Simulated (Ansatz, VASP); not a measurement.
## SiGe: VASP beside Ansatz

```
Si Ge
1.0
     3.78236    0.00000    0.00000
    -1.89118    3.27562    0.00000
     0.00000    0.00000    6.87397
Si Ge
2 2
Direct
  0.66667 0.33333 0.87461
  0.33333 0.66667 0.37461
  0.66667 0.33333 0.50039
  0.33333 0.66667 0.00039
```

Alike in both runs: task single point; functional PBEsol; k mesh 12 × 12 × 6; occupations gaussian, width 0.03 eV; no spin polarisation.

|  | VASP | Ansatz |
| --- | --- | --- |
| version | VASP 6.6.1 | Ansatz 0.2.0 |
| potentials or method | VASP PAW PBE potentials, release 64 (Si, Ge_d), cutoff 520 eV | scalar-relativistic, plane waves, PAW |
| valence electrons in the cell | 36 | 36 |

VASP gave:

| Item | Value |
| --- | --- |
| gap on the k mesh at the Fermi level (eV) | 0.12 |
| least direct gap on the mesh (eV) | 0.14 |
| pressure (GPa) | 0.8 |
| traceless stress, the component that is largest in VASP (GPa) | -11.36 |
| rms of the force components (eV/Å) | 0.389 |

Task: Estimate Ansatz's values.

Result: gap on the k mesh at the Fermi level (eV): 0.12; least direct gap on the mesh (eV): 0.14; pressure (GPa): 0.9; traceless stress, the component that is largest in VASP (GPa): -11.33; rms of the force components (eV/Å): 0.392.

VASP's potentials were made for PBE, not for PBEsol. Atom by atom the forces differ by 0.003 eV/Å (rms over components).
